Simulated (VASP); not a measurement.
# CuSi16 (a cell with a defect) in VASP: a series of runs

CuSi16 (a cell with a defect) is run at these levels: PBE+D3(BJ); tasks: single point.

Program: VASP 6.6.1. These are calculated values, not measurements. Logs are shortened: lines on timing, memory, paths and dates and some standing lists are left out, and cuts for length are marked.

**1. The cell of the first run**

The cell holds a defect, 17 atoms: a = 7.679 Å, b = 7.679 Å, c = 7.679 Å, α = 60.00°, β = 60.00°, γ = 60.00°.

**2. Single point, PBE+D3(BJ)**

File INCAR:

```
  PREC = Accurate
  ENCUT = 520
  EDIFF = 1E-6
  ISMEAR = -1
  SIGMA = 0.02
  LREAL = Auto
  LASPH = T
  NELM = 100
  ALGO = Normal
  ISIF = 2
  LWAVE = F
  LCHARG = F
  GGA = PE
  IVDW = 12
  NELECT = 74.0
  NBANDS = 52
```

File KPOINTS:

```
Automatic mesh
0
Gamma
  2 2 2
```

File POSCAR:

```
CuSi16
1.0
    0.0000000000      5.4300000000      5.4300000000
    5.4300000000      0.0000000000      5.4300000000
    5.4300000000      5.4300000000      0.0000000000
Si Cu
16 1
Direct
   -0.0116328325     -0.0018979623      0.0094736270
    0.1185287277      0.1382188417      0.1286139305
   -0.0052890328      0.0095472843      0.5025605302
    0.1194596647      0.1241411309      0.6374155988
    0.0063143502      0.5061553174     -0.0323146394
    0.1138885926      0.6142843989      0.1231385267
   -0.0037591654      0.4966615051      0.4974569592
    0.1355733108      0.6357524272      0.5959409781
    0.5014006561      0.0016512174      0.0117543769
    0.6170584773      0.1175661413      0.1541339559
    0.4920326265     -0.0073994284      0.5252729142
    0.6220479206      0.1225574547      0.6392162202
    0.4978456211      0.4888650788      0.0091752382
    0.6382986282      0.6188334797      0.1282388708
    0.5093937639      0.4952218253      0.5021813166
    0.6237460460      0.6200401621      0.6371435200
    0.2735908450      0.7735736259      0.1706314762
```

Potentials or basis: VASP PAW PBE potentials, release 64 (Si, Cu).

On the command line:

```console
> cat potpaw_PBE.64/Si/POTCAR potpaw_PBE.64/Cu/POTCAR > POTCAR
> mpirun -np 1 vasp_std > vasp.out
```

OUTCAR:

```text
PREC = Accurate
   ENCUT = 520
   EDIFF = 1E-6
   ISMEAR = -1
   LREAL = Auto
   LASPH = T
   NELM = 100
   ISIF = 2
   GGA = PE
   IVDW = 12
   NELECT = 74.0
 IVDW          = 12

 ion  position               nearest neighbor table
   1  0.988  0.998  0.009-  10 2.33   4 2.33   6 2.41   2 2.44  17 2.47
   2  0.119  0.138  0.129-   5 2.32   3 2.34  17 2.35   9 2.40   1 2.44
   3  0.995  0.010  0.503-  12 2.34   2 2.34   4 2.35   8 2.35
   4  0.119  0.124  0.637-   1 2.33  11 2.34   7 2.34   3 2.35
   5  0.006  0.506  0.968-   2 2.32  14 2.32   8 2.33   6 2.34
   6  0.114  0.614  0.123-   5 2.34   7 2.35  17 2.35   1 2.41  13 2.41
   7  0.996  0.497  0.497-  16 2.34   4 2.34   6 2.35   8 2.37
   8  0.136  0.636  0.596-   5 2.33  15 2.35   3 2.35   7 2.37  17 2.67
   9  0.501  0.002  0.012-  12 2.34  10 2.35  14 2.40   2 2.40  17 2.53
  10  0.617  0.118  0.154-  11 2.33   1 2.33  13 2.33   9 2.35
  11  0.492  0.993  0.525-  10 2.33  16 2.34   4 2.34  12 2.35
  12  0.622  0.123  0.639-   9 2.34   3 2.34  15 2.34  11 2.35
  13  0.498  0.489  0.009-  10 2.33  16 2.33   6 2.41  14 2.44  17 2.47
  14  0.638  0.619  0.128-   5 2.32  15 2.34  17 2.35   9 2.40  13 2.44
  15  0.509  0.495  0.502-  12 2.34  14 2.34  16 2.35   8 2.35
  16  0.624  0.620  0.637-  13 2.33  11 2.34   7 2.34  15 2.35
  17  0.274  0.774  0.171-  14 2.35   2 2.35   6 2.35  13 2.47   1 2.47   9 2.53   8 2.67

  LATTYP: Found a face centered cubic cell.
 ALAT       =    10.8600000000

  Lattice vectors:

 A1 = (   0.0000000000,   5.4300000000,   5.4300000000)
 A2 = (   5.4300000000,   0.0000000000,   5.4300000000)
 A3 = (   5.4300000000,   5.4300000000,   0.0000000000)

Analysis of symmetry for initial positions (statically):
=====================================================================
 Subroutine PRICEL returns:
 Original cell was already a primitive cell.

 Routine SETGRP: Setting up the symmetry group for a
 face centered cubic supercell.

 Subroutine GETGRP returns: Found  1 space group operations
 (whereof  1 operations were pure point group operations)
 out of a pool of 48 trial point group operations.

The static configuration has the point symmetry C_1 .

Analysis of symmetry for dynamics (positions and initial velocities):
=====================================================================
 Subroutine PRICEL returns:
 Original cell was already a primitive cell.

 Routine SETGRP: Setting up the symmetry group for a
 face centered cubic supercell.

 Subroutine GETGRP returns: Found  1 space group operations
 (whereof  1 operations were pure point group operations)
 out of a pool of 48 trial point group operations.

The dynamic configuration has the point symmetry C_1 .

 Subroutine INISYM returns: Found  1 space group operations
 (whereof  1 operations are pure point group operations),
 and found     1 'primitive' translations

----------------------------------------------------------------------------------------

                                     Primitive cell

  volume of cell :     320.2060

  direct lattice vectors                    reciprocal lattice vectors
     0.000000000  5.430000000  5.430000000    -0.092081031  0.092081031  0.092081031
     5.430000000  0.000000000  5.430000000     0.092081031 -0.092081031  0.092081031
     5.430000000  5.430000000  0.000000000     0.092081031  0.092081031 -0.092081031

  length of vectors
     7.679179644  7.679179644  7.679179644     0.159489025  0.159489025  0.159489025

  position of ions in fractional coordinates (direct lattice)
     0.988367168  0.998102038  0.009473627
     0.118528728  0.138218842  0.128613931
     0.994710967  0.009547284  0.502560530
     0.119459665  0.124141131  0.637415599
     0.006314350  0.506155317  0.967685361
     0.113888593  0.614284399  0.123138527
[... 9 lines left out ...]
     0.623746046  0.620040162  0.637143520
     0.273590845  0.773573626  0.170631476

  ion indices of the primitive-cell ions
   primitive index   ion index
                 1           1
                 2           2
                 3           3
                 4           4
                 5           5
                 6           6
[... 9 lines left out ...]
                16          16
                17          17

----------------------------------------------------------------------------------------

 KPOINTS: Automatic mesh

Automatic generation of k-mesh.
 Grid dimensions read from file:
 generate k-points for:    2    2    2

 Generating k-lattice:

  Cartesian coordinates                     Fractional coordinates (reciprocal lattice)
    -0.046040516  0.046040516  0.046040516     0.500000000  0.000000000  0.000000000
     0.046040516 -0.046040516  0.046040516     0.000000000  0.500000000  0.000000000
     0.046040516  0.046040516 -0.046040516     0.000000000  0.000000000  0.500000000

  Length of vectors
     0.079744512  0.079744512  0.079744512

  Shift w.r.t. Gamma in fractional coordinates (k-lattice)
     0.000000000  0.000000000  0.000000000

 Subroutine IBZKPT returns following result:
 ===========================================

 Found      8 irreducible k-points:

 Following reciprocal coordinates:
            Coordinates               Weight
  0.000000  0.000000  0.000000      1.000000
  0.500000  0.000000  0.000000      1.000000
  0.000000  0.500000  0.000000      1.000000
  0.000000  0.000000  0.500000      1.000000
  0.500000  0.500000  0.500000      1.000000
  0.500000  0.500000  0.000000      1.000000
  0.000000  0.500000  0.500000      1.000000
  0.500000  0.000000  0.500000      1.000000
   k-points           NKPTS =      8   k-points in BZ     NKDIM =      8   number of bands    NBANDS=     52
   number of dos      NEDOS =    301   number of ions     NIONS =     17
   total plane-waves  NPLWV = 216000
   dimension x,y,z NGX =    60 NGY =   60 NGZ =   60
   dimension x,y,z NGXF=   120 NGYF=  120 NGZF=  120
   ions per type =              16   1
   NGX,Y,Z   is equivalent  to a cutoff of  12.99, 12.99, 12.99 a.u.
   NGXF,Y,Z  is equivalent  to a cutoff of  25.98, 25.98, 25.98 a.u.
 SYSTEM =  unknown system
   PREC   = accura    normal or accurate (medium, high low for compatibility)
   ISTART =      0    job   : 0-new  1-cont  2-samecut
   ICHARG =      2    charge: 1-file 2-atom 10-const
   ISPIN  =      1    spin polarized calculation?
   LNONCOLLINEAR =      F non collinear calculations
   LSORBIT =      F    spin-orbit coupling
   LASPH  =      T    aspherical Exc in radial PAW
   ENCUT  =  520.0 eV  38.22 Ry    6.18 a.u.  14.28 14.28 14.28*2*pi/ulx,y,z
   NELM   =    100;   NELMIN=  2; NELMDL= -5     # of ELM steps
   EDIFF  = 0.1E-05   stopping-criterion for ELM
   LREAL  =      T    real-space projection
   EDIFFG = 0.1E-04   stopping-criterion for IOM
   NSW    =      0    number of steps for IOM
   IBRION =     -1    ionic relax: 0-MD 1-quasi-New 2-CG
   NFREE  =      0    steps in history (QN), initial steepest desc. (CG)
   ISIF   =      2    stress and relaxation
   ISYM   =      2    0-nonsym 1-usesym 2-fastsym
   POTIM  = 0.5000    time-step for ionic-motion
   TEBEG  =    0.0;   TEEND  =   0.0 temperature during run
   PSTRESS=    0.0 pullay stress
   NELECT =      74.0000    total number of electrons
   NUPDOWN=      -1.0000    fix difference up-down
   EMIN   =  10.00;   EMAX   =-10.00  energy-range for DOS
   EFERMI =   0.00;   METHOD = LEGACY
   ISMEAR =    -1;   SIGMA  =   0.02  broadening in eV -4-tet -1-fermi 0-gaus
   EFERMI_NEDOS =   21; number of points for ismear=-14 and -15
   IALGO  =     38    algorithm
   IMIX   =      4    mixing-type and parameters
     AMIX     =   0.40;   BMIX     =  1.00
     AMIX_MAG =   1.60;   BMIX_MAG =  1.00
  volume/ion in A,a.u.               =      18.84       127.11
  Fermi-wavevector in a.u.,A,eV,Ry     =   1.004636  1.898488 13.732283  1.009294
  Thomas-Fermi vector in A             =   2.137265
   LORBIT       =      0    0 simple, 1 ext, 2 COOP (PROOUT), +10 PAW based schemes
   GGA     = PE    functional components
   LHFCALC =     F    Hartree Fock is set to
   AEXX    =    0.0000 exact exchange contribution
   IVDW    =    12    specifies the selected vdW correction
   LEPSILON=     F    determine dielectric tensor
   LRPA    =     F    only Hartree local field effects (RPA)
 non-spin polarized calculation
  energy-cutoff  :      520.00
  volume of cell :      320.21
 maximum number of plane-waves:      8646
 NGX is ok and might be reduce to    60
   NGX = 29   NGY = 29   NGZ = 29

 number of electron      74.0000002 magnetization

 Free energy of the ion-electron system (eV)
  ---------------------------------------------------
  ext. energy  EPLUGINS =         0.00000000
  ---------------------------------------------------
  free energy    TOTEN  =       -94.22298351 eV

  energy without entropy =      -94.22154540  energy(sigma->0) =      -94.22226446

 E-fermi :   6.4016     XC(G=0):  -9.6097

 val. band max:        6.3337316439   @ k =   0.0000   0.0000   0.0000
 cond. band min:       6.4694265799   @ k =   0.0000   0.0000   0.0000
 fundamental gap:      0.1356949360
 Fermi energy:         6.4016010650

 k-point     1 :       0.0000    0.0000    0.0000
  band No.  band energies     occupation
      1      -5.8950      2.00000
      2      -3.5311      2.00000
      3      -3.5130      2.00000
      4      -3.4897      2.00000
      5      -3.4667      2.00000
      6      -2.0090      2.00000
[... 41 lines left out ...]
     48       8.4743      0.00000
     49       8.5664      0.00000

 k-point     2 :       0.5000    0.0000    0.0000
  band No.  band energies     occupation
      1      -5.1982      2.00000
      2      -4.9651      2.00000
      3      -3.3076      2.00000
      4      -3.2498      2.00000
      5      -3.1511      2.00000
      6      -3.0367      2.00000
[... 41 lines left out ...]
     48       9.8290      0.00000
     49       9.9586      0.00000

 k-point     3 :       0.0000    0.5000    0.0000
  band No.  band energies     occupation
      1      -5.1985      2.00000
      2      -4.9648      2.00000
      3      -3.3074      2.00000
      4      -3.2504      2.00000
      5      -3.1511      2.00000
      6      -3.0373      2.00000
[... 41 lines left out ...]
     48       9.8308      0.00000
     49       9.9607      0.00000

 k-point     4 :       0.0000    0.0000    0.5000
  band No.  band energies     occupation
      1      -5.2586      2.00000
      2      -4.8988      2.00000
      3      -3.2397      2.00000
      4      -3.2280      2.00000
      5      -3.2035      2.00000
      6      -3.0661      2.00000
[... 41 lines left out ...]
     48       9.8138      0.00000
     49       9.8423      0.00000

 k-point     5 :       0.5000    0.5000    0.5000
  band No.  band energies     occupation
      1      -5.1925      2.00000
      2      -4.9775      2.00000
      3      -3.3115      2.00000
      4      -3.2244      2.00000
      5      -3.1473      2.00000
      6      -3.0345      2.00000
[... 41 lines left out ...]
     48       9.8136      0.00000
     49       9.9083      0.00000

 k-point     6 :       0.5000    0.5000    0.0000
  band No.  band energies     occupation
      1      -4.9296      2.00000
      2      -4.7212      2.00000
      3      -3.8829      2.00000
      4      -3.7634      2.00000
      5      -3.7605      2.00000
      6      -3.7307      2.00000
[... 41 lines left out ...]
     48      10.4733      0.00000
     49      10.4887      0.00000

 k-point     7 :       0.0000    0.5000    0.5000
  band No.  band energies     occupation
      1      -4.9347      2.00000
      2      -4.7144      2.00000
      3      -3.8830      2.00000
      4      -3.7743      2.00000
      5      -3.7465      2.00000
      6      -3.7369      2.00000
[... 41 lines left out ...]
     48      10.4712      0.00000
     49      10.4867      0.00000

 k-point     8 :       0.5000    0.0000    0.5000
  band No.  band energies     occupation
      1      -4.9345      2.00000
      2      -4.7148      2.00000
      3      -3.8832      2.00000
      4      -3.7743      2.00000
      5      -3.7463      2.00000
      6      -3.7368      2.00000
[... 41 lines left out ...]
     48      10.4713      0.00000
     49      10.4862      0.00000
 [bands above 49 left out]

------------------------ aborting loop because EDIFF is reached ----------------------------------------

 Edisp (eV)   -5.67121

 E8    (eV) :    -2.3523

  FORCE on cell =-STRESS in cart. coord.  units (eV):
  Direction    XX          YY          ZZ          XY          YZ          ZX
  --------------------------------------------------------------------------------------
  -------------------------------------------------------------------------------------
  Total      -7.22323    -7.23378    -7.82103    -0.70525    -0.06943    -0.07784
  in kB     -36.14201   -36.19483   -39.13315    -3.52877    -0.34739    -0.38947
  external pressure =      -37.16 kB  Pullay stress =        0.00 kB

 VOLUME and BASIS-vectors are now :
 -----------------------------------------------------------------------------
  energy-cutoff  :      520.00
  volume of cell :      320.21
      direct lattice vectors                 reciprocal lattice vectors
     0.000000000  5.430000000  5.430000000    -0.092081031  0.092081031  0.092081031
     5.430000000  0.000000000  5.430000000     0.092081031 -0.092081031  0.092081031
     5.430000000  5.430000000  0.000000000     0.092081031  0.092081031 -0.092081031

 POSITION                                       TOTAL-FORCE (eV/Angst)
 -----------------------------------------------------------------------------------
      5.47114      5.41828     10.78653        -0.002359     -0.005675     -0.003547
      1.44890      1.34198      1.39414         0.014991     -0.007945      0.013911
      2.78075      8.13018      5.45312        -0.004873     -0.003182     -0.000194
      4.13525      4.10983      1.32275         0.001477     -0.000873     -0.002912
      8.00295      5.28882      2.78271         0.004396      0.001402     -0.005928
      4.00421      1.28706      3.95398        -0.001110      0.001199      0.003615
[... 9 lines left out ...]
      6.82651      6.84663      6.75376         0.003383      0.003128     -0.001042
      5.12703      2.41213      5.68610         0.002006     -0.000074     -0.011537
 -----------------------------------------------------------------------------------
    total drift:                               -0.004351     -0.002214     -0.003276

  FREE ENERGIE OF THE ION-ELECTRON SYSTEM (eV)
  ---------------------------------------------------
  free  energy   TOTEN  =       -99.8941980840 eV

  energy  without entropy=      -99.8927599735  energy(sigma->0) =      -99.89347903
```

Wall time 3.8 min (1 thread of Intel Xeon 6975P-C (Granite Rapids), shared host); peak memory 0.48 GiB.

Results:

```yaml
Free_energy: -99.8942 eV
Largest_force: 0.022 eV/Å
Dispersion_energy_per_atom: -0.334 eV
```

Forces in eV/Å, atoms in the order of the input:
```
Si  -0.002 -0.006 -0.004
Si   0.015 -0.008  0.014
Si  -0.005 -0.003  0.000
Si   0.001 -0.001 -0.003
Si   0.004  0.001 -0.006
Si  -0.001  0.001  0.004
Si  -0.001  0.002 -0.001
Si   0.010  0.005 -0.003
Si  -0.004 -0.001  0.005
Si   0.001 -0.001  0.005
Si  -0.005 -0.004 -0.004
Si  -0.001  0.001  0.004
Si  -0.005  0.001 -0.007
Si  -0.008  0.012  0.014
Si  -0.005 -0.004 -0.005
Si   0.003  0.003 -0.001
Cu   0.002  0.000 -0.012
```

Caveat: the k points lie up to 0.50 Å⁻¹ apart; the cell carries a net charge on a neutralising background, which shifts energy and pressure; the cell is charged against a uniform background, so pressure and absolute levels hang on convention.

[end of part 1 of 2]
